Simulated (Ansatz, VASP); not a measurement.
**Two plane-wave programs on Hg**

The input INCAR:

```
PREC = Accurate
ENCUT = 520
EDIFF = 1E-6
ISMEAR = -1
SIGMA = 0.1
LREAL = F
LASPH = T
NELM = 100
ALGO = Normal
ISIF = 2
LWAVE = F
LCHARG = T
GGA = PS
LELF = T
LVHAR = T
NBANDS = 32
```

KPOINTS

```
regular mesh
0
Gamma
  13 13 4
```

Contents of POSCAR:

```
Hg
1.0
    3.1022435346      0.0000000000      0.0000000000
   -1.5511217673      2.6866217097      0.0000000000
    0.0000000000      0.0000000000     10.3660987193
Hg
4
Direct
    0.0000000000      1.0000000000      1.0000000000
    0.0000000000      1.0000000000      0.5000000000
    0.3333333333      0.6666666667      0.2500000000
    0.6666666667      0.3333333333      0.7500000000
```

Input for Ansatz:

```yaml
crystal:
  lattice:
    - [3.1022435346, 0.0, 0.0]
    - [-1.5511217673, 2.6866217097, 0.0]
    - [0.0, 0.0, 10.3660987193]
  atoms:
    - { symbol: Hg, position: [0.0, 1.0, 1.0] }
    - { symbol: Hg, position: [0.0, 1.0, 0.5] }
    - { symbol: Hg, position: [0.3333333333, 0.6666666667, 0.25] }
    - { symbol: Hg, position: [0.6666666667, 0.3333333333, 0.75] }
hamiltonian:
  xc: pbesol
  pseudopotentials:
    kind: paw
    azcp:
      Hg: "pseudopotentials/Hg.paw.azcp"
basis:
  ecutwfc: 420
  fft_grid_basis: typed
kpoints:
  mp_grid: { grid: [13, 13, 4], shift: [0, 0, 0] }
magnetization:
  spin_polarized: false
scf:
  occupations: { method: fermi_dirac, width: 0.1 }
  lower_state_search: "off"
output:
  stress: true
  write_density: true
  write_potential: true
  elf: true
  volumetric_format: npy
```

Alike in both runs: task single point; functional PBEsol; k mesh 13 × 13 × 4; occupations fermi-dirac, width 0.1 eV; no spin polarisation.

|  | VASP | Ansatz |
| --- | --- | --- |
| version | VASP 6.6.1 | Ansatz 0.2.0 |
| potentials or method | VASP PAW PBE potentials, release 64 (Hg), cutoff 520 eV | plane waves (420 eV) with PAW, scalar-relativistic |
| valence electrons in the cell | 48 | 80 |

```tsv
	VASP	Ansatz	Ansatz less VASP
pressure (GPa)	4.6	4.1	-0.55
traceless stress, the component that is largest in VASP (GPa)	-0.42	-0.37	+0.042
```

VASP's potentials were made for PBE, not for PBEsol, and Ansatz warns of the same on its side. VASP's potentials hold 48 valence electrons a cell and Ansatz's 80, so a difference there can come from the potentials and not from the codes.

Spin-orbit coupling is off throughout.
